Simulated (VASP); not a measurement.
# MoS2 (Cm) in VASP: notebook

MoS2 is run at these levels: PBE+D3(BJ); tasks: single point.

All numbers are computed with VASP 6.6.1; they aren't measurements. Logs are shortened: lines on timing, memory, paths and dates and some standing lists are left out, and cuts for length are marked.

## 1. The cell of the first run

The structure is monoclinic, space group Cm (No. 8). Conventional cell: a = 10.911 Å, b = 6.299 Å, c = 6.648 Å, α = 90.00°, β = 90.00°, γ = 90.00°. Mo (site symmetry m) has 6 S at 2.14 to 2.59 Å within 2.8 Å. Within 3.2 Å of Mo (site symmetry m) lie 6 S at 2.40 Å and 6 Mo at 3.15 to 3.16 Å. Mo (site symmetry 1) has 6 S at 2.40 Å and 6 Mo at 2.98 to 3.33 Å within 3.4 Å. Within 2.8 Å of S (site symmetry m) lie 3 Mo at 2.14 to 2.40 Å. S (site symmetry m) has 3 Mo at 2.40 Å and 7 S at 3.13 to 3.15 Å within 3.2 Å. Within 3.2 Å of S (site symmetry 1) lie 3 Mo at 2.38 to 2.40 Å and 7 S at 3.13 to 3.15 Å. Within 3.2 Å of S (site symmetry m) lie 3 Mo at 2.38 to 2.40 Å and 7 S at 3.13 to 3.15 Å. S (site symmetry m) has 3 Mo at 2.40 Å and 7 S at 3.13 to 3.15 Å within 3.2 Å.

## 2. Single point, PBE+D3(BJ) (atom 1 (Mo) moved +0.263 Å towards its neighbour atom 5 (S) at 2.400 Å)

Contents of INCAR:

```
SYSTEM = MoS2
PREC = Accurate
ENCUT = 520
EDIFF = 1E-6
ISMEAR = 0
SIGMA = 0.05
LREAL = .False.
LASPH = .True.
NELM = 80
ALGO = Normal
ISIF = 2
LWAVE = .False.
LCHARG = .False.
GGA = PE
IVDW = 12
NBANDS = 64
```

Contents of KPOINTS:

```
regular mesh
0
Gamma
  6 6 4
  0 0 0
```

Contents of POSCAR:

```
MoS2
1.0
    6.2994479940      0.0000000001      0.0000000000
   -3.1497239971      5.4554819926      0.0000000000
    0.0000000000      0.0000000000      6.6475426602
Mo S
4 8
Direct
    0.4635455358      0.4817727679      0.0257735873
    0.5000000000      0.0000000000      0.0000000000
    0.0000000000      0.5000000000      0.0000000000
    0.0000000000      0.0000000000      0.0000000000
    0.1666666667      0.3333333333      0.2356692374
    0.1666666667      0.8333333333      0.2356692374
    0.6666666667      0.3333333333      0.2356692374
    0.6666666667      0.8333333333      0.2356692374
    0.1666666667      0.3333333333      0.7643307626
    0.1666666667      0.8333333333      0.7643307626
    0.6666666667      0.3333333333      0.7643307626
    0.6666666667      0.8333333333      0.7643307626
```

Potentials or basis: VASP PAW PBE potentials, release 64 (Mo_sv, S).

Run with:

```sh
$ cat potpaw_PBE.64/Mo_sv/POTCAR potpaw_PBE.64/S/POTCAR > POTCAR
$ mpirun -np 1 vasp_std > vasp.out
```

OUTCAR:

```text
SYSTEM = MoS2
   PREC = Accurate
   ENCUT = 520
   EDIFF = 1E-6
   ISMEAR = 0
   LREAL = .False.
   LASPH = .True.
   NELM = 80
   ISIF = 2
   GGA = PE
   IVDW = 12
 IVDW          = 12

 ion  position               nearest neighbor table
   1  0.464  0.482  0.026-   5 2.14   9 2.38   8 2.38   7 2.38  12 2.59  11 2.59   3 2.98   4 2.98
                             2 3.16   2 3.16   3 3.33   4 3.33
   2  0.500  0.000  0.000-   6 2.40  10 2.40   7 2.40  11 2.40   8 2.40  12 2.40   4 3.15   4 3.15
                             3 3.15   3 3.15   1 3.16   1 3.16
   3  0.000  0.500  0.000-   7 2.40  11 2.40  10 2.40   6 2.40   5 2.40   9 2.40   1 2.98   2 3.15
                             2 3.15   4 3.15   4 3.15   1 3.33
   4  0.000  0.000  0.000-   8 2.40  12 2.40   9 2.40   5 2.40  10 2.40   6 2.40   1 2.98   2 3.15
                             2 3.15   3 3.15   3 3.15   1 3.33
   5  0.167  0.333  0.236-   1 2.14   4 2.40   3 2.40
   6  0.167  0.833  0.236-   2 2.40   3 2.40   4 2.40
   7  0.667  0.333  0.236-   1 2.38   3 2.40   2 2.40
   8  0.667  0.833  0.236-   1 2.38   4 2.40   2 2.40
   9  0.167  0.333  0.764-   1 2.38   4 2.40   3 2.40
  10  0.167  0.833  0.764-   2 2.40   3 2.40   4 2.40
  11  0.667  0.333  0.764-   3 2.40   2 2.40   1 2.59
  12  0.667  0.833  0.764-   4 2.40   2 2.40   1 2.59

  LATTYP: Found a hexagonal cell.
 ALAT       =     6.2994479940
 C/A-ratio  =     1.0552579633

  Lattice vectors:

 A1 = (   6.2994479940,   0.0000000001,   0.0000000000)
 A2 = (  -3.1497239971,   5.4554819926,   0.0000000000)
 A3 = (   0.0000000000,   0.0000000000,   6.6475426602)

Analysis of symmetry for initial positions (statically):
=====================================================================
 Subroutine PRICEL returns:
 Original cell was already a primitive cell.

 Routine SETGRP: Setting up the symmetry group for a
 hexagonal supercell.

 Subroutine GETGRP returns: Found  2 space group operations
 (whereof  1 operations were pure point group operations)
 out of a pool of 24 trial point group operations.

The static configuration has the point symmetry C_1 .
 The point group associated with its full space group is C_1h.

Analysis of symmetry for dynamics (positions and initial velocities):
=====================================================================
 Subroutine PRICEL returns:
 Original cell was already a primitive cell.

 Routine SETGRP: Setting up the symmetry group for a
 hexagonal supercell.

 Subroutine GETGRP returns: Found  2 space group operations
 (whereof  1 operations were pure point group operations)
 out of a pool of 24 trial point group operations.

The dynamic configuration has the point symmetry C_1 .
 The point group associated with its full space group is C_1h.

 Subroutine INISYM returns: Found  2 space group operations
 (whereof  1 operations are pure point group operations),
 and found     1 'primitive' translations

----------------------------------------------------------------------------------------

                                     Primitive cell

  volume of cell :     228.4529

  direct lattice vectors                    reciprocal lattice vectors
     6.299447994  0.000000000  0.000000000     0.158744068  0.091650930  0.000000000
    -3.149723997  5.455481993  0.000000000    -0.000000000  0.183301861  0.000000000
     0.000000000  0.000000000  6.647542660     0.000000000  0.000000000  0.150431528

  length of vectors
     6.299447994  6.299447994  6.647542660     0.183301861  0.183301861  0.150431528

  position of ions in fractional coordinates (direct lattice)
     0.463545536  0.481772768  0.025773587
     0.500000000  0.000000000  0.000000000
     0.000000000  0.500000000  0.000000000
     0.000000000  0.000000000  0.000000000
     0.166666667  0.333333333  0.235669237
     0.166666667  0.833333333  0.235669237
     0.666666667  0.333333333  0.235669237
     0.666666667  0.833333333  0.235669237
     0.166666667  0.333333333  0.764330763
     0.166666667  0.833333333  0.764330763
     0.666666667  0.333333333  0.764330763
     0.666666667  0.833333333  0.764330763

  ion indices of the primitive-cell ions
   primitive index   ion index
                 1           1
                 2           2
                 3           3
                 4           4
                 5           5
                 6           6
                 7           7
                 8           8
                 9           9
                10          10
                11          11
                12          12

----------------------------------------------------------------------------------------

 KPOINTS: regular mesh

Automatic generation of k-mesh.
 Grid dimensions read from file:
 generate k-points for:    6    6    4

 Generating k-lattice:

  Cartesian coordinates                     Fractional coordinates (reciprocal lattice)
     0.026457345  0.015275155  0.000000000     0.166666667  0.000000000  0.000000000
    -0.000000000  0.030550310  0.000000000     0.000000000  0.166666667  0.000000000
     0.000000000  0.000000000  0.037607882     0.000000000  0.000000000  0.250000000

  Length of vectors
     0.030550310  0.030550310  0.037607882

  Shift w.r.t. Gamma in fractional coordinates (k-lattice)
     0.000000000  0.000000000  0.000000000

 Subroutine IBZKPT returns following result:
 ===========================================

 Found     47 irreducible k-points:

 Following reciprocal coordinates:
            Coordinates               Weight
  0.000000  0.000000  0.000000      1.000000
  0.166667 -0.000000  0.000000      2.000000
 -0.000000  0.166667  0.000000      4.000000
  0.333333 -0.000000  0.000000      2.000000
 -0.000000  0.333333  0.000000      4.000000
  0.500000 -0.000000  0.000000      1.000000
[... 16 lines left out ...]
  0.500000 -0.000000  0.250000      2.000000
 -0.000000  0.500000  0.250000      4.000000
 [... further k-points ...]
   k-points           NKPTS =     47   k-points in BZ     NKDIM =     47   number of bands    NBANDS=     64
   number of dos      NEDOS =    301   number of ions     NIONS =     12
   total plane-waves  NPLWV = 115200
   dimension x,y,z NGX =    48 NGY =   48 NGZ =   50
   dimension x,y,z NGXF=    96 NGYF=   96 NGZF=  100
   ions per type =               4   8
   NGX,Y,Z   is equivalent  to a cutoff of  12.67, 12.67, 12.50 a.u.
   NGXF,Y,Z  is equivalent  to a cutoff of  25.33, 25.33, 25.01 a.u.
 SYSTEM =  MoS2
   PREC   = accura    normal or accurate (medium, high low for compatibility)
   ISTART =      0    job   : 0-new  1-cont  2-samecut
   ICHARG =      2    charge: 1-file 2-atom 10-const
   ISPIN  =      1    spin polarized calculation?
   LNONCOLLINEAR =      F non collinear calculations
   LSORBIT =      F    spin-orbit coupling
   LASPH  =      T    aspherical Exc in radial PAW
   ENCUT  =  520.0 eV  38.22 Ry    6.18 a.u.  11.71 11.71 12.36*2*pi/ulx,y,z
   NELM   =     80;   NELMIN=  2; NELMDL= -5     # of ELM steps
   EDIFF  = 0.1E-05   stopping-criterion for ELM
   LREAL  =      F    real-space projection
   EDIFFG = 0.1E-04   stopping-criterion for IOM
   NSW    =      0    number of steps for IOM
   IBRION =     -1    ionic relax: 0-MD 1-quasi-New 2-CG
   NFREE  =      0    steps in history (QN), initial steepest desc. (CG)
   ISIF   =      2    stress and relaxation
   ISYM   =      2    0-nonsym 1-usesym 2-fastsym
   POTIM  = 0.5000    time-step for ionic-motion
   TEBEG  =    0.0;   TEEND  =   0.0 temperature during run
   PSTRESS=    0.0 pullay stress
   NELECT =     104.0000    total number of electrons
   NUPDOWN=      -1.0000    fix difference up-down
   EMIN   =  10.00;   EMAX   =-10.00  energy-range for DOS
   EFERMI =   0.00;   METHOD = LEGACY
   ISMEAR =     0;   SIGMA  =   0.05  broadening in eV -4-tet -1-fermi 0-gaus
   EFERMI_NEDOS =   21; number of points for ismear=-14 and -15
   IALGO  =     38    algorithm
   IMIX   =      4    mixing-type and parameters
     AMIX     =   0.40;   BMIX     =  1.00
     AMIX_MAG =   1.60;   BMIX_MAG =  1.00
  volume/ion in A,a.u.               =      19.04       128.47
  Fermi-wavevector in a.u.,A,eV,Ry     =   1.259371  2.379866 21.579049  1.586015
  Thomas-Fermi vector in A             =   2.392934
   LORBIT       =      0    0 simple, 1 ext, 2 COOP (PROOUT), +10 PAW based schemes
   GGA     = PE    functional components
   LHFCALC =     F    Hartree Fock is set to
   AEXX    =    0.0000 exact exchange contribution
   IVDW    =    12    specifies the selected vdW correction
   LEPSILON=     F    determine dielectric tensor
   LRPA    =     F    only Hartree local field effects (RPA)
 non-spin polarized calculation
 Gauss-broadening in eV      SIGMA  =   0.05
  energy-cutoff  :      520.00
  volume of cell :      228.45
 maximum number of plane-waves:      6192
   NGX = 23   NGY = 23   NGZ = 25

 number of electron     103.9999999 magnetization

 Free energy of the ion-electron system (eV)
  ---------------------------------------------------
  ext. energy  EPLUGINS =         0.00000000
  ---------------------------------------------------
  free energy    TOTEN  =       -86.24352449 eV

  energy without entropy =      -86.24352449  energy(sigma->0) =      -86.24352449

 E-fermi :   6.8742     XC(G=0): -10.2979

 val. band max:        6.5376196816   @ k =   0.0000   0.0000   0.5000
 cond. band min:       7.3061119288   @ k =   0.3333   0.3333   0.0000
 fundamental gap:      0.7684922472
 Fermi energy:         6.8742176722

 k-point     1 :       0.0000    0.0000    0.0000
  band No.  band energies     occupation
      1     -54.7760      2.00000
      2     -54.7444      2.00000
      3     -54.7127      2.00000
      4     -54.7027      2.00000
      5     -29.1951      2.00000
      6     -29.0966      2.00000
[... 1597 lines left out ...]
     63       9.2699      0.00000
     64       9.3707      0.00000

 [... further k-points ...]

------------------------ aborting loop because EDIFF is reached ----------------------------------------

 Edisp (eV)   -4.77081

 E8    (eV) :    -1.9271

  FORCE on cell =-STRESS in cart. coord.  units (eV):
  Direction    XX          YY          ZZ          XY          YZ          ZX
  --------------------------------------------------------------------------------------
  -------------------------------------------------------------------------------------
  Total       3.04089     1.03692     2.02715     1.73549    -1.07673    -1.86494
  in kB      21.32625     7.27211    14.21671    12.17124    -7.55125   -13.07914
  external pressure =       14.27 kB  Pullay stress =        0.00 kB

 VOLUME and BASIS-vectors are now :
 -----------------------------------------------------------------------------
  energy-cutoff  :      520.00
  volume of cell :      228.45
      direct lattice vectors                 reciprocal lattice vectors
     6.299447994  0.000000000  0.000000000     0.158744068  0.091650930  0.000000000
    -3.149723997  5.455481993  0.000000000    -0.000000000  0.183301861  0.000000000
     0.000000000  0.000000000  6.647542660     0.000000000  0.000000000  0.150431528

 POSITION                                       TOTAL-FORCE (eV/Angst)
 -----------------------------------------------------------------------------------
      1.40263      2.62830      0.17133         4.979421      2.874870     -4.862436
      3.14972      0.00000      0.00000        -0.122537     -0.070747     -0.141726
     -1.57486      2.72774      0.00000        -0.522709     -0.080604     -0.261379
      0.00000      0.00000      0.00000        -0.331159     -0.412377     -0.261379
      0.00000      1.81849      1.56662        -2.578445     -1.488666      2.644688
     -1.57486      4.54623      1.56662         0.029000      0.016743      0.117927
      3.14972      1.81849      1.56662        -0.050857     -0.276926      0.496434
      1.57486      4.54623      1.56662        -0.265253      0.094419      0.496434
      0.00000      1.81849      5.08092        -0.312723     -0.180551      0.130445
     -1.57486      4.54623      5.08092         0.093884      0.054204      0.116003
      3.14972      1.81849      5.08092        -0.699499      0.150834      0.762494
      1.57486      4.54623      5.08092        -0.219123     -0.681201      0.762494
 -----------------------------------------------------------------------------------
    total drift:                                0.000100      0.000060     -0.000042

  FREE ENERGIE OF THE ION-ELECTRON SYSTEM (eV)
  ---------------------------------------------------
  free  energy   TOTEN  =       -91.0143379368 eV

  energy  without entropy=      -91.0143379368  energy(sigma->0) =      -91.01433794
```

It took 11 min on 1 thread of Oxide Virtual Turin-like, shared host; peak memory 0.61 GiB.

What came out:

```
Free energy                : -91.0143 eV
Pressure                   : 1.4 GPa
Largest force              : 7.530 eV/Å
Band gap on the k mesh     : 0.77 eV (least direct gap 1.16 eV)
Dispersion energy per atom : -0.398 eV
```

Forces in eV/Å, atoms in the order of the input:
```
Mo   4.979  2.875 -4.862
Mo  -0.123 -0.071 -0.142
Mo  -0.523 -0.081 -0.261
Mo  -0.331 -0.412 -0.261
S   -2.578 -1.489  2.645
S    0.029  0.017  0.118
S   -0.051 -0.277  0.496
S   -0.265  0.094  0.496
S   -0.313 -0.181  0.130
S    0.094  0.054  0.116
S   -0.699  0.151  0.762
S   -0.219 -0.681  0.762
```

Levels at points of the mesh, in eV from the valence-band top:
```
           k point  band 49  band 50  band 51  band 52  band 53  band 54  band 55  band 56
(0.00, 0.00, 0.00)    -1.34    -1.16    -1.13    -0.76     1.55     1.58     1.89     2.13
(0.50, 0.00, 0.00)    -1.41    -1.22    -1.20    -0.63     0.87     1.45     1.61     1.63
(0.00, 0.50, 0.00)    -1.38    -1.19    -1.01    -0.75     1.03     1.35     1.44     1.62
(0.00, 0.00, 0.50)    -0.95    -0.83    -0.74     0.00     1.52     1.56     1.90     2.23
(0.50, 0.00, 0.50)    -1.29    -1.15    -1.13    -0.56     1.47     1.80     1.94     1.98
(0.00, 0.50, 0.50)    -1.23    -1.08    -0.90    -0.65     1.43     1.70     1.84     2.00
```

Caveat: the cell differs from its parent crystal (atom 1 (Mo) moved +0.263 Å towards its neighbour atom 5 (S) at 2.400 Å); forces of over 1 eV/Å act on the atoms, so gaps and moduli don't describe the material at rest.

(Continued in part 2 of 2.)
